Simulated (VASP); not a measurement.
Write the native input for VASP 6.6.1 that does the following.

* Task: single point
* Functional: PBE
* Potentials or basis: VASP PAW PBE potentials, release 64 (Cr_pv, Re)
* Cutoff: 520 eV
* k mesh: 6 × 6 × 6
* Occupations: gaussian, width 0.1 eV
* Spin: no spin polarisation
* Dipole correction: no
* Further INCAR settings: ALGO = Fast; EDIFF = 1e-06; NBANDS = 27

The structure of CrRe lies in POSCAR:

```
CrRe
1.0
    0.0000000000      2.9990421543      2.9990421543
    2.9990421543      0.0000000000      2.9990421543
    2.9990421543      2.9990421543      0.0000000000
Cr Re
2 2
Direct
    0.5000000000      0.5000000000      0.5000000000
    0.7500000000      0.7500000000      0.7500000000
    0.0000000000      0.0000000000      0.0000000000
    0.2500000000      0.2500000000      0.2500000000
```

One way to write it, as run:

INCAR

```
PREC = Accurate
ENCUT = 520
EDIFF = 1E-6
ISMEAR = 0
SIGMA = 0.1
LREAL = F
LASPH = T
NELM = 60
ALGO = Fast
ISIF = 2
LWAVE = F
LCHARG = F
GGA = PE
NBANDS = 27
```

KPOINTS

```
Automatic mesh
0
Gamma
  6 6 6
```

Potentials or basis: VASP PAW PBE potentials, release 64 (Cr_pv, Re).

Command:

```bash
$ cat potpaw_PBE.64/Cr_pv/POTCAR potpaw_PBE.64/Re/POTCAR > POTCAR
$ mpirun -np 1 vasp_std > vasp.out
```

It gave:

```json
{
  "Pressure": "-0.5 GPa",
  "Band gap on the k mesh": "zero (bands 19 and 20 overlap by 1.03 eV)"
}
```

Caveat: spin-orbit coupling is left out, which moves the levels of the heavy elements; the run has no spin polarisation, though such a crystal can be magnetic.

Run time: 110 s on 1 thread of Intel Xeon 8259CL (shared host), peak memory 0.18 GiB.
